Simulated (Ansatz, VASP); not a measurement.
## One calculation of NiO, two programs

```
Ni O
1.0
     0.00000    2.04332    2.04332
     2.04332    0.00000    2.04332
     2.04332    2.04332    0.00000
Ni O
1 1
Direct
  0.00000 0.00000 0.00000
  0.50000 0.50000 0.50000
```

Change from the starting cell: volume scaled by 0.94.

Alike in both runs: task single point; functional LDA; k mesh 11 × 11 × 11; occupations fermi-dirac, width 0.05 eV; collinear spin.

|  | VASP | Ansatz |
| --- | --- | --- |
| version | VASP 6.6.1 | Ansatz 0.2.0 |
| potentials or method | VASP PAW LDA potentials, release 64 (Ni, O), cutoff 520 eV | all-electron LAPW, scalar-relativistic |

Ansatz gave:

* gap on the k mesh at the Fermi level (eV): none
* pressure (GPa): -7.6
* net moment per atom (μB): 0.15
* size of the moment on the site where the two differ most (μB): 0.26

What did VASP give for the same quantities?

gap on the k mesh at the Fermi level (eV): none; pressure (GPa): -7.4; net moment per atom (μB): 0.13; size of the moment on the site where the two differ most (μB): 0.22.

LDA's correlation is that of Perdew and Zunger in VASP and of Perdew and Wang (1992) in Ansatz. Site moments also hang on the region over which each program counts them. A gap of «none» marks a metal or a gap that the smearing closes. Ansatz ran all-electron here, and VASP with PAW potentials.
